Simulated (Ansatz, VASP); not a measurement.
Two plane-wave programs on Ta

Contents of INCAR:

```
SYSTEM = Ta
ALGO     = Fast           ! electronic algorithm
EDIFF    = 1E-6           ! SCF threshold, eV
EDIFFG   = -0.01          ! ionic threshold
ENCUT    = 600            ! plane-wave cutoff, eV
GGA      = PE             ! functional
IBRION   = 2              ! ionic algorithm
ISIF     = 3              ! what is computed and relaxed
ISMEAR   = 0              ! smearing method
LASPH    = .TRUE.         ! aspherical terms in the spheres
LCHARG   = .FALSE.        ! write CHGCAR
LREAL    = .FALSE.        ! projectors in reciprocal space
LWAVE    = .FALSE.        ! write WAVECAR
NELM     = 100            ! most SCF steps
NSW      = 100            ! ionic steps
PREC     = Accurate       ! precision mode
SIGMA    = 0.15           ! smearing width, eV
```

File KPOINTS:

```
k-points
0
G
  14 14 14
  0 0 0
```

The input POSCAR:

```
Ta
1.0
   -1.6778743679      1.6559134898      1.6583637137
    1.6698288105     -1.6481353178      1.6425399843
    1.6797309862      1.6499919361     -1.6505855416
Ta
1
Direct
    0.0000000000      0.0000000000      0.0000000000
```

Input for Ansatz:

```yaml
crystal:
  lattice:
    - [-1.6778743679, 1.6559134898, 1.6583637137]
    - [1.6698288105, -1.6481353178, 1.6425399843]
    - [1.6797309862, 1.6499919361, -1.6505855416]
  atoms:
    - { symbol: Ta, position: [0.0, 0.0, 0.0] }
basis:
  ecutwfc: 420
kpoints:
  mp_grid: { grid: [14, 14, 14] }
hamiltonian:
  xc: pbe
scf:
  occupations: { method: gaussian, width: 0.15 }
output:
  forces: true
  stress: true
  eigenvalues: true
relax:
  adjacent_minimum: "off"
  f_tol: 0.01
  max_steps: 80
  cell: { stress_tol: 0.1 }
```

Change from the starting cell: cell sheared at random, sigma 0.01, atoms nudged by 0.01 Å; relaxed back.

Alike in both runs: task relaxation of cell and atoms; functional PBE; k mesh 14 × 14 × 14; occupations gaussian, width 0.15 eV; no spin polarisation.

```csv
,VASP,Ansatz
version,VASP 6.6.1,Ansatz 0.2.0
potentials or method,"VASP PAW PBE potentials, release 64 (Ta_pv), cutoff 600 eV","scalar-relativistic, plane waves, PAW"
valence electrons in the cell,11,13
```

```csv
,VASP,Ansatz,Ansatz less VASP
"gap on the k mesh at the Fermi level, each at its own relaxed structure (eV)",none,none,-
relaxed volume (Å³/atom),18.29,18.28,-0.009
relaxed cell length with the largest relative difference (Å),2.875,2.874,-0.0005
```

A gap of «none» marks a metal or a gap that the smearing closes. VASP's potentials hold 11 valence electrons a cell and Ansatz's 13, so a difference there can come from the potentials and not from the codes.

Spin-orbit coupling is off throughout.
